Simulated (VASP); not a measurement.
# BP: vibrations by perturbation theory with LDA

Crystal: BP.

```
CELL_PARAMETERS angstrom
0.00000 2.26750 2.26750
2.26750 0.00000 2.26750
2.26750 2.26750 0.00000
ATOMIC_POSITIONS crystal
B 0.00000 0.00000 0.00000
P 0.25000 0.25000 0.25000
```

```json
{
 "Program": "VASP 6.6.1",
 "Task": "vibrations by perturbation theory",
 "Functional": "LDA",
 "Potentials or basis": "VASP PAW LDA potentials, release 64 (B, P)",
 "Cutoff": "520 eV",
 "k mesh": "12 × 12 × 12",
 "Occupations": "gaussian, width 0.01 eV",
 "Spin": "no spin polarisation",
 "Dipole correction": "no",
 "Further INCAR settings": "ALGO = Normal; EDIFF = 1e-08; IBRION = 8; NSW = 1"
}
```

| Property | Result |
| --- | --- |
| Electronic dielectric tensor (diagonal) | 9.23 |
| Born charges (mean of the diagonal) | B -0.53; P +0.53 e |
| Highest phonon frequency at Γ, LO-TO splitting left out | 795 cm⁻¹ |

Phonon frequencies in cm⁻¹ (negative: imaginary):
| q point | frequencies |
| --- | --- |
| (0.000, 0.000, 0.000) | 0 0 0 795 795 795 |

Electronic dielectric tensor:
```
9.23 0.00 0.00
0.00 9.23 0.00
0.00 0.00 9.23
```

Born effective charge tensors (e):
atom 1, B
```
-0.53  0.00  0.00
 0.00 -0.53  0.00
 0.00  0.00 -0.53
```
atom 2, P
```
0.53 0.00 0.00
0.00 0.53 0.00
0.00 0.00 0.53
```

Run time: 4.7 min on 1 thread of Intel Xeon 8259CL, with other jobs on the host, peak memory 0.24 GiB.

Caveat: the cell stands under pressure or tension, which shifts response properties.
